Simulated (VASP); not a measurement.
# Re (Fd-3m) in VASP: single point with PBEsol

Aim: the single point of Re with PBEsol.

All numbers are computed with VASP 6.6.1; they aren't measurements. Logs are shortened: lines on timing, memory, paths and dates and some standing lists are left out, and cuts for length are marked.

## Step 1: The cell of the first run

Symmetry: Fd-3m, No. 227, cubic system. The conventional cell has a = 5.594 Å, b = 5.594 Å, c = 5.594 Å, α = 90.00°, β = 90.00°, γ = 90.00°. Re (site symmetry -43m) has 4 Re at 2.42 Å within 3.2 Å.

This isn't the form of Re at room conditions, which is hcp.

## Step 2: Single point, PBEsol

INCAR reads:

```
PREC     = Accurate       # precision mode
ENCUT    = 560            # plane-wave cutoff, eV
EDIFF    = 1E-6           # SCF threshold, eV
ISMEAR   = 0              # smearing method
SIGMA    = 0.1            # smearing width, eV
LREAL    = F              # projectors in reciprocal space
LASPH    = T              # aspherical terms in the spheres
NELM     = 120            # most SCF steps
ALGO     = Normal         # electronic algorithm
ISIF     = 2              # what is computed and relaxed
LWAVE    = F              # write WAVECAR
LCHARG   = F              # write CHGCAR
GGA      = PS             # functional
NBANDS   = 22             # bands
GGA_COMPAT= F
```

KPOINTS reads:

```
Automatic mesh
0
Gamma
  18 18 18
```

POSCAR reads:

```
Re
1.0
    0.0000000000      2.7969447079      2.7969447079
    2.7969447079      0.0000000000      2.7969447079
    2.7969447079      2.7969447079      0.0000000000
Re
2
Direct
    0.0000000000      0.0000000000      0.0000000000
    0.2500000000      0.2500000000      0.2500000000
```

Potentials or basis: VASP PAW PBE potentials, release 64 (Re_sv_GW).

Run with:

```bash
cat potpaw_PBE.64/Re_sv_GW/POTCAR > POTCAR
mpirun -np 1 vasp_std > vasp.out
```

OUTCAR:

```text
PREC = Accurate
   ENCUT = 560
   EDIFF = 1E-6
   ISMEAR = 0
   LREAL = F
   LASPH = T
   NELM = 120
   ISIF = 2
   GGA = PS

 ion  position               nearest neighbor table
   1  0.000  0.000  0.000-   2 2.42   2 2.42   2 2.42   2 2.42
   2  0.250  0.250  0.250-   1 2.42   1 2.42   1 2.42   1 2.42

  LATTYP: Found a face centered cubic cell.
 ALAT       =     5.5938894158

  Lattice vectors:

 A1 = (   0.0000000000,   2.7969447079,   2.7969447079)
 A2 = (   2.7969447079,   0.0000000000,   2.7969447079)
 A3 = (   2.7969447079,   2.7969447079,   0.0000000000)

Analysis of symmetry for initial positions (statically):
=====================================================================
 Subroutine PRICEL returns:
 Original cell was already a primitive cell.

 Routine SETGRP: Setting up the symmetry group for a
 face centered cubic supercell.

 Subroutine GETGRP returns: Found 48 space group operations
 (whereof 24 operations were pure point group operations)
 out of a pool of 48 trial point group operations.

The static configuration has the point symmetry T_d .
 The point group associated with its full space group is O_h .

Analysis of symmetry for dynamics (positions and initial velocities):
=====================================================================
 Subroutine PRICEL returns:
 Original cell was already a primitive cell.

 Routine SETGRP: Setting up the symmetry group for a
 face centered cubic supercell.

 Subroutine GETGRP returns: Found 48 space group operations
 (whereof 24 operations were pure point group operations)
 out of a pool of 48 trial point group operations.

The dynamic configuration has the point symmetry T_d .
 The point group associated with its full space group is O_h .

 Subroutine INISYM returns: Found 48 space group operations
 (whereof 24 operations are pure point group operations),
 and found     1 'primitive' translations

----------------------------------------------------------------------------------------

                                     Primitive cell

  volume of cell :      43.7604

  direct lattice vectors                    reciprocal lattice vectors
     0.000000000  2.796944708  2.796944708    -0.178766494  0.178766494  0.178766494
     2.796944708  0.000000000  2.796944708     0.178766494 -0.178766494  0.178766494
     2.796944708  2.796944708  0.000000000     0.178766494  0.178766494 -0.178766494

  length of vectors
     3.955477139  3.955477139  3.955477139     0.309632651  0.309632651  0.309632651

[... 79 lines left out ...]
   NELM   =    120;   NELMIN=  2; NELMDL= -5     # of ELM steps
   EDIFF  = 0.1E-05   stopping-criterion for ELM
   LREAL  =      F    real-space projection
   EDIFFG = 0.1E-04   stopping-criterion for IOM
   NSW    =      0    number of steps for IOM
   IBRION =     -1    ionic relax: 0-MD 1-quasi-New 2-CG
   NFREE  =      0    steps in history (QN), initial steepest desc. (CG)
   ISIF   =      2    stress and relaxation
   ISYM   =      2    0-nonsym 1-usesym 2-fastsym
   POTIM  = 0.5000    time-step for ionic-motion
   TEBEG  =    0.0;   TEEND  =   0.0 temperature during run
   PSTRESS=    0.0 pullay stress
   NELECT =      30.0000    total number of electrons
   NUPDOWN=      -1.0000    fix difference up-down
   EMIN   =  10.00;   EMAX   =-10.00  energy-range for DOS
   EFERMI =   0.00;   METHOD = LEGACY
   ISMEAR =     0;   SIGMA  =   0.10  broadening in eV -4-tet -1-fermi 0-gaus
   EFERMI_NEDOS =   21; number of points for ismear=-14 and -15
   IALGO  =     38    algorithm
   IMIX   =      4    mixing-type and parameters
     AMIX     =   0.40;   BMIX     =  1.00
     AMIX_MAG =   1.60;   BMIX_MAG =  1.00
  volume/ion in A,a.u.               =      21.88       147.65
  Fermi-wavevector in a.u.,A,eV,Ry     =   1.443515  2.727848 28.350952  2.083736
  Thomas-Fermi vector in A             =   2.561914
   LORBIT       =      0    0 simple, 1 ext, 2 COOP (PROOUT), +10 PAW based schemes
   GGA     = PS    functional components
   LHFCALC =     F    Hartree Fock is set to
   AEXX    =    0.0000 exact exchange contribution
   IVDW    =     0    specifies the selected vdW correction
   LEPSILON=     F    determine dielectric tensor
   LRPA    =     F    only Hartree local field effects (RPA)
 non-spin polarized calculation
 Gauss-broadening in eV      SIGMA  =   0.10
  energy-cutoff  :      560.00
  volume of cell :       43.76
 maximum number of plane-waves:      1363
   NGX = 15   NGY = 15   NGZ = 15

 number of electron      29.9999998 magnetization

 Free energy of the ion-electron system (eV)
  ---------------------------------------------------
  ext. energy  EPLUGINS =         0.00000000
  ---------------------------------------------------
  free energy    TOTEN  =       -26.51221324 eV

  energy without entropy =      -26.50453429  energy(sigma->0) =      -26.50837376

 E-fermi :   6.9667     XC(G=0): -11.6385

 val. band max:        6.9665741776   @ k =  -0.3333   0.2778   0.1111
 cond. band min:       6.9718029197   @ k =   0.1111   0.1111   0.0000
 fundamental gap:      0.0052287421
 Fermi energy:         6.9667232848

 k-point     1 :       0.0000    0.0000    0.0000
  band No.  band energies     occupation
      1     -72.6637      2.00000
      2     -72.3006      2.00000
      3     -34.8142      2.00000
      4     -34.8142      2.00000
      5     -34.8142      2.00000
      6     -33.8029      2.00000
[... 589 lines left out ...]
     21      17.1986      0.00000
     22      18.3106      0.00000

 [... further k-points ...]

------------------------ aborting loop because EDIFF is reached ----------------------------------------

  FORCE on cell =-STRESS in cart. coord.  units (eV):
  Direction    XX          YY          ZZ          XY          YZ          ZX
  --------------------------------------------------------------------------------------
  -------------------------------------------------------------------------------------
  Total       -0.6131658     -0.6131658     -0.6131658      0.0000000      0.0000000      0.0000000
  in kB      -22.4495118    -22.4495118    -22.4495118      0.0000000      0.0000000      0.0000000
  external PRESSURE =     -22.4495118 kB  Pullay stress =       0.0000000 kB

 VOLUME and BASIS-vectors are now :
 -----------------------------------------------------------------------------
  energy-cutoff  :      560.00
  volume of cell :       43.76
      direct lattice vectors                 reciprocal lattice vectors
     0.000000000  2.796944708  2.796944708    -0.178766494  0.178766494  0.178766494
     2.796944708  0.000000000  2.796944708     0.178766494 -0.178766494  0.178766494
     2.796944708  2.796944708  0.000000000     0.178766494  0.178766494 -0.178766494

 POSITION                                       TOTAL-FORCE (eV/Angst)
 -----------------------------------------------------------------------------------
      0.00000      0.00000      0.00000         0.000000      0.000000      0.000000
      1.39847      1.39847      1.39847        -0.000000     -0.000000     -0.000000
 -----------------------------------------------------------------------------------
    total drift:                               -0.000000     -0.000000      0.000000

  FREE ENERGIE OF THE ION-ELECTRON SYSTEM (eV)
  ---------------------------------------------------
  free  energy   TOTEN  =       -26.5122132380 eV

  energy  without entropy=      -26.5045342913  energy(sigma->0) =      -26.50837376
```

OSZICAR:

```text
N       E                     dE             d eps       ncg     rms          rms(c)
DAV:   1     0.293503549559E+03    0.29350E+03   -0.19943E+04  8988   0.144E+03
DAV:   2    -0.143268163266E+02   -0.30783E+03   -0.29618E+03 11156   0.413E+02
DAV:   3    -0.277040244755E+02   -0.13377E+02   -0.13145E+02 10310   0.811E+01
[... 17 lines left out ...]
DAV:  21    -0.265122137872E+02   -0.17621E-05   -0.18065E-07  4464   0.383E-03    0.687E-01
DAV:  22    -0.265122121020E+02    0.16852E-05   -0.15307E-07  4446   0.336E-03    0.574E-01
DAV:  23    -0.265122134924E+02   -0.13904E-05   -0.10659E-07  4446   0.286E-03    0.501E-01
DAV:  24    -0.265122123706E+02    0.11218E-05   -0.55784E-08  4446   0.208E-03    0.387E-01
DAV:  25    -0.265122132380E+02   -0.86732E-06   -0.35427E-08  4446   0.165E-03
   1 F= -.26512213E+02 E0= -.26508374E+02  d E =-.767895E-02
```

It took 2 min on 1 thread of Intel Xeon 6975P-C (Granite Rapids), shared host; peak memory 0.3 GiB.

What came out:

| Property | Result |
| --- | --- |
| Free energy | -26.5122 eV |
| Pressure | -2.2 GPa |
| Band gap on the k mesh | zero (bands 15 and 16 overlap by 1.36 eV) |

Caveat: the PAW data sets were made with another functional, which shifts forces and pressure a little; spin-orbit coupling is left out, which moves the levels of the heavy elements.
